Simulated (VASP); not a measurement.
# Te8HPd4 (a cell with a defect) in VASP: a series of runs, part 3 of 3

VASP 6.6.1. Earlier steps stand in the parts before.

### Step 4. Single point, PBEsol

INCAR

```
PREC = Accurate
ENCUT = 520
EDIFF = 1E-6
ISMEAR = -1
SIGMA = 0.05
LREAL = F
LASPH = T
NELM = 60
ALGO = Normal
ISIF = 2
LWAVE = F
LCHARG = F
GGA = PS
NBANDS = 56
```

KPOINTS

```
Automatic mesh
0
Gamma
  3 3 2
```

POSCAR

```
Te8HPd4
1.0
   -2.0120000000      3.4848860000      5.1130000000
    4.0240000000      0.0000000000      5.1130000000
    4.0240000000      6.9697720000      0.0000000000
Te Pd H
8 4 1
Direct
    0.3463508431      0.9541967806      0.1836655196
    0.1836464665      0.5149453582      0.0461870202
    0.3552055576      0.9778670025      0.6796562535
    0.1756356540      0.5416927246      0.5947583032
    0.7640036310      0.4700468287      0.3870046886
    0.6606235632      0.0408237281      0.3211729442
    0.7679894207      0.4610346356      0.8991032159
    0.6901348110      0.0508978509      0.8242391371
    0.0052309255     -0.0051135775     -0.0002480969
   -0.0051492480      0.0064791912      0.5319750118
    0.4628347274      0.5000246506      0.2082813811
    0.4582319072      0.5235400466      0.7293085114
    0.0970486842      0.4999785014      0.3708867950
```

Potentials or basis: VASP PAW PBE potentials, release 64 (Te, Pd, H).

Run with:

```
cat potpaw_PBE.64/Te/POTCAR potpaw_PBE.64/Pd/POTCAR potpaw_PBE.64/H/POTCAR > POTCAR
mpirun -np 1 vasp_std > vasp.out
```

OUTCAR:

```text
PREC = Accurate
   ENCUT = 520
   EDIFF = 1E-6
   ISMEAR = -1
   LREAL = F
   LASPH = T
   NELM = 60
   ISIF = 2
   GGA = PS

 ion  position               nearest neighbor table
   1  0.346  0.954  0.184-  11 2.68   9 2.91   6 2.91  10 3.03   8 3.14   2 3.25   5 3.50
   2  0.184  0.515  0.046-  11 2.50  12 2.62   9 2.77   1 3.25   5 3.26   7 3.45   7 3.51   4 3.60

   3  0.355  0.978  0.680-  12 2.66  10 2.86   9 2.86   6 2.98   8 3.02   4 3.25   7 3.63
   4  0.176  0.542  0.595-  13 2.14  12 2.35  10 2.68   7 3.11  11 3.12   3 3.25   5 3.56   2 3.60

   5  0.764  0.470  0.387-  13 2.22  11 2.68  10 2.79  12 2.88   2 3.26   6 3.36   6 3.38   1 3.50
                             4 3.56
   6  0.661  0.041  0.321-  11 2.68   9 2.85   1 2.91   3 2.98  10 3.05   5 3.36   5 3.38
   7  0.768  0.461  0.899-  12 2.60  11 2.67   9 2.74   4 3.11   8 3.17   2 3.45   2 3.51   8 3.53
                             3 3.63
   8  0.690  0.051  0.824-  10 2.57   9 2.68  12 2.76   3 3.02   1 3.14   7 3.17   7 3.53
   9  0.005  0.995  1.000-   8 2.68   7 2.74   2 2.77   6 2.85   3 2.86   1 2.91
  10  0.995  0.006  0.532-   8 2.57   4 2.68   5 2.79   3 2.86   1 3.03   6 3.05
  11  0.463  0.500  0.208-   2 2.50   7 2.67   1 2.68   6 2.68   5 2.68   4 3.12
  12  0.458  0.524  0.729-   4 2.35   7 2.60   2 2.62   3 2.66   8 2.76   5 2.88
  13  0.097  0.500  0.371-   4 2.14   5 2.22

  LATTYP: Found a base centered monoclinic cell.
 ALAT       =    10.9892515866
 B/A-ratio  =     0.6342353965
 C/A-ratio  =     0.7323519302
 COS(beta)  =    -0.3661759651

  Lattice vectors:

 A1 = (   2.0120000000,  -3.4848860000,  -5.1130000000)
 A2 = (  -4.0240000000,   0.0000000000,  -5.1130000000)
 A3 = (   4.0240000000,   6.9697720000,   0.0000000000)

Analysis of symmetry for initial positions (statically):
=====================================================================
 Subroutine PRICEL returns:
 Original cell was already a primitive cell.

 Routine SETGRP: Setting up the symmetry group for a
 base centered monoclinic supercell.

 Subroutine GETGRP returns: Found  1 space group operations
 (whereof  1 operations were pure point group operations)
 out of a pool of  4 trial point group operations.

The static configuration has the point symmetry C_1 .

Analysis of symmetry for dynamics (positions and initial velocities):
=====================================================================
 Subroutine PRICEL returns:
 Original cell was already a primitive cell.

 Routine SETGRP: Setting up the symmetry group for a
 base centered monoclinic supercell.

 Subroutine GETGRP returns: Found  1 space group operations
 (whereof  1 operations were pure point group operations)
 out of a pool of  4 trial point group operations.

The dynamic configuration has the point symmetry C_1 .

 Subroutine INISYM returns: Found  1 space group operations
 (whereof  1 operations are pure point group operations),
 and found     1 'primitive' translations

----------------------------------------------------------------------------------------

                                     Primitive cell

[... 79 lines left out ...]
   k-points           NKPTS =     10   k-points in BZ     NKDIM =     10   number of bands    NBANDS=     56
   number of dos      NEDOS =    301   number of ions     NIONS =     13
   total plane-waves  NPLWV = 138240
   dimension x,y,z NGX =    48 NGY =   48 NGZ =   60
   dimension x,y,z NGXF=    96 NGYF=   96 NGZF=  120
   ions per type =               8   4   1
   NGX,Y,Z   is equivalent  to a cutoff of  12.26, 12.26, 12.39 a.u.
   NGXF,Y,Z  is equivalent  to a cutoff of  24.53, 24.53, 24.79 a.u.
 SYSTEM =  unknown system
   PREC   = accura    normal or accurate (medium, high low for compatibility)
   ISTART =      0    job   : 0-new  1-cont  2-samecut
   ICHARG =      2    charge: 1-file 2-atom 10-const
   ISPIN  =      1    spin polarized calculation?
   LNONCOLLINEAR =      F non collinear calculations
   LSORBIT =      F    spin-orbit coupling
   LASPH  =      T    aspherical Exc in radial PAW
   ENCUT  =  520.0 eV  38.22 Ry    6.18 a.u.  12.10 12.10 14.96*2*pi/ulx,y,z
   NELM   =     60;   NELMIN=  2; NELMDL= -5     # of ELM steps
   EDIFF  = 0.1E-05   stopping-criterion for ELM
   LREAL  =      F    real-space projection
   EDIFFG = 0.1E-04   stopping-criterion for IOM
   NSW    =      0    number of steps for IOM
   IBRION =     -1    ionic relax: 0-MD 1-quasi-New 2-CG
   NFREE  =      0    steps in history (QN), initial steepest desc. (CG)
   ISIF   =      2    stress and relaxation
   ISYM   =      2    0-nonsym 1-usesym 2-fastsym
   POTIM  = 0.5000    time-step for ionic-motion
   TEBEG  =    0.0;   TEEND  =   0.0 temperature during run
   PSTRESS=    0.0 pullay stress
   NELECT =      89.0000    total number of electrons
   NUPDOWN=      -1.0000    fix difference up-down
   EMIN   =  10.00;   EMAX   =-10.00  energy-range for DOS
   EFERMI =   0.00;   METHOD = LEGACY
   ISMEAR =    -1;   SIGMA  =   0.05  broadening in eV -4-tet -1-fermi 0-gaus
   EFERMI_NEDOS =   21; number of points for ismear=-14 and -15
   IALGO  =     38    algorithm
   IMIX   =      4    mixing-type and parameters
     AMIX     =   0.40;   BMIX     =  1.00
     AMIX_MAG =   1.60;   BMIX_MAG =  1.00
  volume/ion in A,a.u.               =      22.06       148.88
  Fermi-wavevector in a.u.,A,eV,Ry     =   1.108351  2.094480 16.713973  1.228442
  Thomas-Fermi vector in A             =   2.244877
   LORBIT       =      0    0 simple, 1 ext, 2 COOP (PROOUT), +10 PAW based schemes
   GGA     = PS    functional components
   LHFCALC =     F    Hartree Fock is set to
   AEXX    =    0.0000 exact exchange contribution
   IVDW    =     0    specifies the selected vdW correction
   LEPSILON=     F    determine dielectric tensor
   LRPA    =     F    only Hartree local field effects (RPA)
 non-spin polarized calculation
  energy-cutoff  :      520.00
  volume of cell :      286.80
 maximum number of plane-waves:      7743
   NGX = 25   NGY = 25   NGZ = 29

 number of electron      89.0000002 magnetization

 Free energy of the ion-electron system (eV)
  ---------------------------------------------------
  ext. energy  EPLUGINS =         0.00000000
  ---------------------------------------------------
  free energy    TOTEN  =       -56.76024170 eV

  energy without entropy =      -56.70661317  energy(sigma->0) =      -56.73342744

 E-fermi :   8.4762     XC(G=0): -10.7840

 val. band max:        8.4282373064   @ k =   0.0000   0.0000   0.5000
 cond. band min:       8.4783578152   @ k =   0.3333   0.3333   0.5000
 fundamental gap:      0.0501205088
 Fermi energy:         8.4762447660

 k-point     1 :       0.0000    0.0000    0.0000
  band No.  band energies     occupation
      1      -5.5329      2.00000
      2      -3.9394      2.00000
      3      -3.6560      2.00000
      4      -3.5397      2.00000
      5      -2.8035      2.00000
      6      -2.7397      2.00000
[... 579 lines left out ...]
     55      12.5874      0.00000
     56      12.8208      0.00000

------------------------ aborting loop because EDIFF is reached ----------------------------------------

  FORCE on cell =-STRESS in cart. coord.  units (eV):
  Direction    XX          YY          ZZ          XY          YZ          ZX
  --------------------------------------------------------------------------------------
  -------------------------------------------------------------------------------------
  Total        1.9365411     10.4923368      4.8240266      1.5959628      5.6250396     -0.0972135
  in kB       10.8181990     58.6138801     26.9487079      8.9156092     31.4234477     -0.5430690
  external PRESSURE =      32.1269290 kB  Pullay stress =       0.0000000 kB

 VOLUME and BASIS-vectors are now :
 -----------------------------------------------------------------------------
  energy-cutoff  :      520.00
  volume of cell :      286.80
      direct lattice vectors                 reciprocal lattice vectors
    -2.012000000  3.484886000  5.113000000    -0.124254473  0.071738358  0.097789947
     4.024000000  0.000000000  5.113000000     0.124254473 -0.071738358  0.097789947
     4.024000000  6.969772000  0.000000000     0.062127237  0.107607537 -0.048894974

 POSITION                                       TOTAL-FORCE (eV/Angst)
 -----------------------------------------------------------------------------------
      3.88190      2.48710      6.64970         0.779091     -0.770640     -1.198462
      1.88850      0.96190      3.57190         1.020586     -1.025914     -0.337723
      5.95520      5.97490      6.81600         0.835032     -0.521866     -1.209990
      4.21970      4.75740      3.66770         0.340697     -3.240173     -1.721833
      1.91160      5.35980      6.30970        -0.124818      1.229984      0.177405
      0.12750      4.54070      3.58650        -0.798989      0.337813      0.837133
      3.92800      8.94290      6.28400        -0.184130      0.969495      0.837659
      2.13300      8.14980      3.78890        -0.241270      0.134429     -0.135714
      8.01590      6.98627      5.11360        -0.063140      0.073710      0.094844
      0.16510      7.17469      5.11980        -0.707716     -1.003331      0.542879
      1.91900      3.06460      4.92310         0.402942      1.403106      0.239868
      4.11950      6.68000      5.01980        -1.300641      2.147357      1.763653
      3.30910      2.92320      3.05260         0.042355      0.266029      0.110281
 -----------------------------------------------------------------------------------
    total drift:                                0.000336     -0.000269      0.000409

  FREE ENERGIE OF THE ION-ELECTRON SYSTEM (eV)
  ---------------------------------------------------
  free  energy   TOTEN  =       -56.7602417008 eV

  energy  without entropy=      -56.7066131746  energy(sigma->0) =      -56.73342744
```

It took 1.9 min on 1 thread of AMD EPYC 9R45 (Zen 5), shared host; peak memory 0.41 GiB.

What came out:

```
Free energy            : -56.7602 eV
Pressure               : 3.2 GPa
Largest force          : 3.685 eV/Å
Band gap on the k mesh : zero (an odd number of electrons rules out a gap without spin polarisation)
```

Forces in eV/Å, atoms in the order of the input:
```
Te   0.779 -0.771 -1.198
Te   1.021 -1.026 -0.338
Te   0.835 -0.522 -1.210
Te   0.341 -3.240 -1.722
Te  -0.125  1.230  0.177
Te  -0.799  0.338  0.837
Te  -0.184  0.969  0.838
Te  -0.241  0.134 -0.136
Pd  -0.063  0.074  0.095
Pd  -0.708 -1.003  0.543
Pd   0.403  1.403  0.240
Pd  -1.301  2.147  1.764
H    0.042  0.266  0.110
```

Caveat: the k points lie up to 0.42 Å⁻¹ apart, too coarse for converged energies and pressures of a metal; the PAW data sets were made with another functional, which shifts forces and pressure a little; spin-orbit coupling is left out, which moves the levels of the heavy elements; an odd number of electrons without spin polarisation forces a metal; a magnetic or distorted state may lie lower.

### Step 5. The runs side by side

```tsv
cell	gap on the mesh (eV)	pressure (GPa)	largest force (eV/Å)
as given, atomic positions A	none	2.6	0.04
as given, atomic positions B	none	3.1	2.99
as given, atomic positions C	none	3.2	3.69
```

Alike in all rows: task single point; level PBEsol; potentials or basis VASP PAW PBE potentials, release 64 (Te, Pd, H); no spin polarisation; k mesh 3 × 3 × 2; cutoff (eV) 520; smearing fermi-dirac 0.05 eV.

Caveats: all runs use coarse meshes; the PAW data sets were made with another functional, which shifts forces and pressure a little; spin-orbit coupling is left out, which moves the levels of the heavy elements; an odd number of electrons without spin polarisation forces a metal; a magnetic or distorted state may lie lower.

Absolute energies hang on the potentials; compare differences alone.

The gap in the log of VASP goes by the Fermi energy; the results here count the filled bands.